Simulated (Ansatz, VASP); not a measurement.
## Mn: VASP beside Ansatz

```
Mn
1.0
     2.48165    0.00000    0.00000
    -1.24083    2.14918    0.00000
     0.00000    0.00000    4.01692
Mn
2
Direct
  0.66667 0.33333 0.25000
  0.33333 0.66667 0.75000
```

Alike in both runs: functional PBE; k mesh 9 × 9 × 6; occupations gaussian, width 0.1 eV; collinear spin.

Ansatz relaxed the structure, and its values are those at the end. VASP's run is a single point on that final structure, the one shown.

|  | VASP | Ansatz |
| --- | --- | --- |
| version | VASP 6.6.1 | Ansatz 0.2.0 |
| potentials or method | VASP PAW PBE potentials, release 64 (Mn_pv), cutoff 520 eV | scalar-relativistic, plane waves, PAW |
| valence electrons in the cell | 26 | 30 |

|  | VASP | Ansatz | Ansatz less VASP |
| --- | --- | --- | --- |
| gap on the k mesh at the Fermi level (eV) | none | none | - |
| pressure (GPa) | -0.1 | 0.0 | +0.12 |
| net moment per atom (μB) | 0.00 | 0.00 | 0.000 |

A gap of «none» marks a metal or a gap that the smearing closes. VASP's potentials hold 26 valence electrons a cell and Ansatz's 30, so a difference there can come from the potentials and not from the codes. Ansatz's warnings: seeded moment not kept, structure snapped to symmetry.
